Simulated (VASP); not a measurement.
# SnTe (Fm-3m) in VASP: notebook

The runs below take SnTe through single point, with PBEsol, PBE.

Program: VASP 6.6.1. These are calculated values, not measurements. Logs are shortened: lines on timing, memory, paths and dates and some standing lists are left out, and cuts for length are marked.

**1. The cell of the first run**

The structure is cubic, space group Fm-3m (No. 225). Conventional cell: a = 6.288 Å, b = 6.288 Å, c = 6.288 Å, α = 90.00°, β = 90.00°, γ = 90.00°. Sn (site symmetry m-3m) has 6 Te at 3.14 Å within 4.1 Å. Te (site symmetry m-3m) has 6 Sn at 3.14 Å within 4.1 Å.

**2. Single point, PBEsol**

File INCAR:

```
PREC = Accurate
ENCUT = 520
EDIFF = 1E-6
ISMEAR = -1
SIGMA = 0.1
LREAL = F
LASPH = T
NELM = 100
ALGO = Normal
ISIF = 2
LWAVE = F
LCHARG = F
GGA = PS
NBANDS = 17
```

File KPOINTS:

```
Automatic mesh
0
Gamma
  9 9 9
```

File POSCAR:

```
SnTe
1.0
    0.0000000000      3.1438030397      3.1438030397
    3.1438030397      0.0000000000      3.1438030397
    3.1438030397      3.1438030397      0.0000000000
Sn Te
1 1
Direct
    0.0000000000      0.0000000000      0.0000000000
    0.5000000000      0.5000000000      0.5000000000
```

Potentials or basis: VASP PAW PBE potentials, release 64 (Sn_d, Te).

The run is started by

```
cat potpaw_PBE.64/Sn_d/POTCAR potpaw_PBE.64/Te/POTCAR > POTCAR
mpirun -np 1 vasp_std > vasp.out
```

OUTCAR:

```text
PREC = Accurate
   ENCUT = 520
   EDIFF = 1E-6
   ISMEAR = -1
   LREAL = F
   LASPH = T
   NELM = 100
   ISIF = 2
   GGA = PS

 ion  position               nearest neighbor table
   1  0.000  0.000  0.000-   2 3.14   2 3.14   2 3.14   2 3.14   2 3.14   2 3.14
   2  0.500  0.500  0.500-   1 3.14   1 3.14   1 3.14   1 3.14   1 3.14   1 3.14

  LATTYP: Found a face centered cubic cell.
 ALAT       =     6.2876060794

  Lattice vectors:

 A1 = (   0.0000000000,   3.1438030397,   3.1438030397)
 A2 = (   3.1438030397,   0.0000000000,   3.1438030397)
 A3 = (   3.1438030397,   3.1438030397,   0.0000000000)

Analysis of symmetry for initial positions (statically):
=====================================================================
 Subroutine PRICEL returns:
 Original cell was already a primitive cell.

 Routine SETGRP: Setting up the symmetry group for a
 face centered cubic supercell.

 Subroutine GETGRP returns: Found 48 space group operations
 (whereof 48 operations were pure point group operations)
 out of a pool of 48 trial point group operations.

The static configuration has the point symmetry O_h .

Analysis of symmetry for dynamics (positions and initial velocities):
=====================================================================
 Subroutine PRICEL returns:
 Original cell was already a primitive cell.

 Routine SETGRP: Setting up the symmetry group for a
 face centered cubic supercell.

 Subroutine GETGRP returns: Found 48 space group operations
 (whereof 48 operations were pure point group operations)
 out of a pool of 48 trial point group operations.

The dynamic configuration has the point symmetry O_h .

 Subroutine INISYM returns: Found 48 space group operations
 (whereof 48 operations are pure point group operations),
 and found     1 'primitive' translations

----------------------------------------------------------------------------------------

                                     Primitive cell

  volume of cell :      62.1435

  direct lattice vectors                    reciprocal lattice vectors
     0.000000000  3.143803040  3.143803040    -0.159043042  0.159043042  0.159043042
     3.143803040  0.000000000  3.143803040     0.159043042 -0.159043042  0.159043042
     3.143803040  3.143803040  0.000000000     0.159043042  0.159043042 -0.159043042

  length of vectors
     4.446008896  4.446008896  4.446008896     0.275470630  0.275470630  0.275470630

  position of ions in fractional coordinates (direct lattice)
     0.000000000  0.000000000  0.000000000
     0.500000000  0.500000000  0.500000000

  ion indices of the primitive-cell ions
   primitive index   ion index
                 1           1
                 2           2

----------------------------------------------------------------------------------------

 KPOINTS: Automatic mesh

Automatic generation of k-mesh.
 Grid dimensions read from file:
 generate k-points for:    9    9    9

 Generating k-lattice:

  Cartesian coordinates                     Fractional coordinates (reciprocal lattice)
    -0.017671449  0.017671449  0.017671449     0.111111111  0.000000000  0.000000000
     0.017671449 -0.017671449  0.017671449     0.000000000  0.111111111  0.000000000
     0.017671449  0.017671449 -0.017671449     0.000000000  0.000000000  0.111111111

  Length of vectors
     0.030607848  0.030607848  0.030607848

  Shift w.r.t. Gamma in fractional coordinates (k-lattice)
     0.000000000  0.000000000  0.000000000

 Subroutine IBZKPT returns following result:
 ===========================================

 Found     35 irreducible k-points:

 Following reciprocal coordinates:
            Coordinates               Weight
  0.000000  0.000000  0.000000      1.000000
  0.111111  0.000000  0.000000      8.000000
  0.222222  0.000000  0.000000      8.000000
  0.333333  0.000000  0.000000      8.000000
  0.444444  0.000000  0.000000      8.000000
  0.111111  0.111111  0.000000      6.000000
[... 16 lines left out ...]
 -0.333333  0.333333  0.000000     12.000000
  0.444444  0.444444  0.000000      6.000000
 [... further k-points ...]
   k-points           NKPTS =     35   k-points in BZ     NKDIM =     35   number of bands    NBANDS=     17
   number of dos      NEDOS =    301   number of ions     NIONS =      2
   total plane-waves  NPLWV =  46656
   dimension x,y,z NGX =    36 NGY =   36 NGZ =   36
   dimension x,y,z NGXF=    72 NGYF=   72 NGZF=   72
   ions per type =               1   1
   NGX,Y,Z   is equivalent  to a cutoff of  13.46, 13.46, 13.46 a.u.
   NGXF,Y,Z  is equivalent  to a cutoff of  26.92, 26.92, 26.92 a.u.
 SYSTEM =  unknown system
   PREC   = accura    normal or accurate (medium, high low for compatibility)
   ISTART =      0    job   : 0-new  1-cont  2-samecut
   ICHARG =      2    charge: 1-file 2-atom 10-const
   ISPIN  =      1    spin polarized calculation?
   LNONCOLLINEAR =      F non collinear calculations
   LSORBIT =      F    spin-orbit coupling
   LASPH  =      T    aspherical Exc in radial PAW
   ENCUT  =  520.0 eV  38.22 Ry    6.18 a.u.   8.27  8.27  8.27*2*pi/ulx,y,z
   NELM   =    100;   NELMIN=  2; NELMDL= -5     # of ELM steps
   EDIFF  = 0.1E-05   stopping-criterion for ELM
   LREAL  =      F    real-space projection
   EDIFFG = 0.1E-04   stopping-criterion for IOM
   NSW    =      0    number of steps for IOM
   IBRION =     -1    ionic relax: 0-MD 1-quasi-New 2-CG
   NFREE  =      0    steps in history (QN), initial steepest desc. (CG)
   ISIF   =      2    stress and relaxation
   ISYM   =      2    0-nonsym 1-usesym 2-fastsym
   POTIM  = 0.5000    time-step for ionic-motion
   TEBEG  =    0.0;   TEEND  =   0.0 temperature during run
   PSTRESS=    0.0 pullay stress
   NELECT =      20.0000    total number of electrons
   NUPDOWN=      -1.0000    fix difference up-down
   EMIN   =  10.00;   EMAX   =-10.00  energy-range for DOS
   EFERMI =   0.00;   METHOD = LEGACY
   ISMEAR =    -1;   SIGMA  =   0.10  broadening in eV -4-tet -1-fermi 0-gaus
   EFERMI_NEDOS =   21; number of points for ismear=-14 and -15
   IALGO  =     38    algorithm
   IMIX   =      4    mixing-type and parameters
     AMIX     =   0.40;   BMIX     =  1.00
     AMIX_MAG =   1.60;   BMIX_MAG =  1.00
  volume/ion in A,a.u.               =      31.07       209.68
  Fermi-wavevector in a.u.,A,eV,Ry     =   1.121897  2.120077 17.125000  1.258652
  Thomas-Fermi vector in A             =   2.258553
   LORBIT       =      0    0 simple, 1 ext, 2 COOP (PROOUT), +10 PAW based schemes
   GGA     = PS    functional components
   LHFCALC =     F    Hartree Fock is set to
   AEXX    =    0.0000 exact exchange contribution
   IVDW    =     0    specifies the selected vdW correction
   LEPSILON=     F    determine dielectric tensor
   LRPA    =     F    only Hartree local field effects (RPA)
 non-spin polarized calculation
  energy-cutoff  :      520.00
  volume of cell :       62.14
 maximum number of plane-waves:      1695
 NGX is ok and might be reduce to    36
   NGX = 17   NGY = 17   NGZ = 17

 number of electron      19.9999998 magnetization

 Free energy of the ion-electron system (eV)
  ---------------------------------------------------
  ext. energy  EPLUGINS =         0.00000000
  ---------------------------------------------------
  free energy    TOTEN  =        -8.34195919 eV

  energy without entropy =       -8.33773283  energy(sigma->0) =       -8.33984601

 E-fermi :   6.8789     XC(G=0):  -9.6832

 val. band max:        6.6697335401   @ k =   0.4444   0.0000   0.0000
 cond. band min:       7.1952120308   @ k =   0.4444   0.0000   0.0000
 fundamental gap:      0.5254784907
 Fermi energy:         6.8788812040

 k-point     1 :       0.0000    0.0000    0.0000
  band No.  band energies     occupation
      1     -14.8951      2.00000
      2     -14.8951      2.00000
      3     -14.8878      2.00000
      4     -14.8878      2.00000
      5     -14.8878      2.00000
      6      -5.9830      2.00000
[... 9 lines left out ...]
     16      11.5919      0.00000
     17      13.5583      0.00000

 k-point     2 :       0.1111    0.0000    0.0000
  band No.  band energies     occupation
      1     -14.8956      2.00000
      2     -14.8956      2.00000
      3     -14.8876      2.00000
      4     -14.8870      2.00000
      5     -14.8870      2.00000
      6      -5.8775      2.00000
[... 9 lines left out ...]
     16      11.8516      0.00000
     17      14.4674      0.00000

 k-point     3 :       0.2222    0.0000    0.0000
  band No.  band energies     occupation
      1     -14.8971      2.00000
      2     -14.8971      2.00000
      3     -14.8870      2.00000
      4     -14.8849      2.00000
      5     -14.8849      2.00000
      6      -5.5751      2.00000
[... 9 lines left out ...]
     16      12.5692      0.00000
     17      16.2336      0.00000

 k-point     4 :       0.3333    0.0000    0.0000
  band No.  band energies     occupation
      1     -14.8990      2.00000
      2     -14.8990      2.00000
      3     -14.8865      2.00000
      4     -14.8824      2.00000
      5     -14.8824      2.00000
      6      -5.1369      2.00000
[... 9 lines left out ...]
     16      13.6917      0.00000
     17      17.5408      0.00000
[... 343 lines left out ...]
      1     -14.9093      2.00000
      2     -14.8935      2.00000
      3     -14.8885      2.00000
      4     -14.8789      2.00000
      5     -14.8777      2.00000
      6      -4.3782      2.00000
[... 9 lines left out ...]
     16      15.7132      0.00000
     17      17.8884      0.00000

 k-point    23 :      -0.3333    0.3333    0.0000
  band No.  band energies     occupation
      1     -14.9062      2.00000
      2     -14.8961      2.00000
      3     -14.8855      2.00000
      4     -14.8810      2.00000
      5     -14.8790      2.00000
      6      -4.3897      2.00000
[... 9 lines left out ...]
     16      14.5032      0.00000
     17      16.8487      0.00000

 k-point    24 :       0.4444    0.4444    0.0000
  band No.  band energies     occupation
      1     -14.9131      2.00000
      2     -14.8917      2.00000
      3     -14.8902      2.00000
      4     -14.8766      2.00000
      5     -14.8766      2.00000
      6      -4.4391      2.00000
[... 9 lines left out ...]
     16      16.9776      0.00000
     17      17.9881      0.00000

 [... further k-points ...]
[... 5 lines left out ...]
  --------------------------------------------------------------------------------------
  -------------------------------------------------------------------------------------
  Total       -0.0094453     -0.0094453     -0.0094453      0.0000000      0.0000000      0.0000000
  in kB       -0.2435167     -0.2435167     -0.2435167      0.0000000      0.0000000      0.0000000
  external PRESSURE =      -0.2435167 kB  Pullay stress =       0.0000000 kB

 VOLUME and BASIS-vectors are now :
 -----------------------------------------------------------------------------
  energy-cutoff  :      520.00
  volume of cell :       62.14
      direct lattice vectors                 reciprocal lattice vectors
     0.000000000  3.143803040  3.143803040    -0.159043042  0.159043042  0.159043042
     3.143803040  0.000000000  3.143803040     0.159043042 -0.159043042  0.159043042
     3.143803040  3.143803040  0.000000000     0.159043042  0.159043042 -0.159043042

 POSITION                                       TOTAL-FORCE (eV/Angst)
 -----------------------------------------------------------------------------------
      0.00000      0.00000      0.00000        -0.000000      0.000000     -0.000000
      3.14380      3.14380      3.14380         0.000000     -0.000000      0.000000
 -----------------------------------------------------------------------------------
    total drift:                               -0.000000      0.000000      0.000000

  FREE ENERGIE OF THE ION-ELECTRON SYSTEM (eV)
  ---------------------------------------------------
  free  energy   TOTEN  =        -8.3419591878 eV

  energy  without entropy=       -8.3377328281  energy(sigma->0) =       -8.33984601
```

It took 36 s on 1 thread of Intel Xeon Platinum 8259CL at 2.50GHz (Skylake/Cascade Lake), shared host; peak memory 0.22 GiB.

What came out:

```yaml
Free_energy: -8.3420 eV
Pressure: 0.0 GPa
```

Levels at points of the mesh, in eV from the Fermi level:
```csv
k point,band 7,band 8,band 9,band 10,band 11,band 12,band 13,band 14
"(0.00, 0.00, 0.00)",-4.68,-2.14,-2.14,-2.14,3.36,3.36,3.36,4.71
```

Caveat: this odd mesh misses L, where the gap lies, so gap, dielectric constants and Born charges aren't listed; the PAW data sets were made with another functional, which shifts forces and pressure a little; spin-orbit coupling is left out, which moves the levels of the heavy elements.

[end of part 1 of 2]
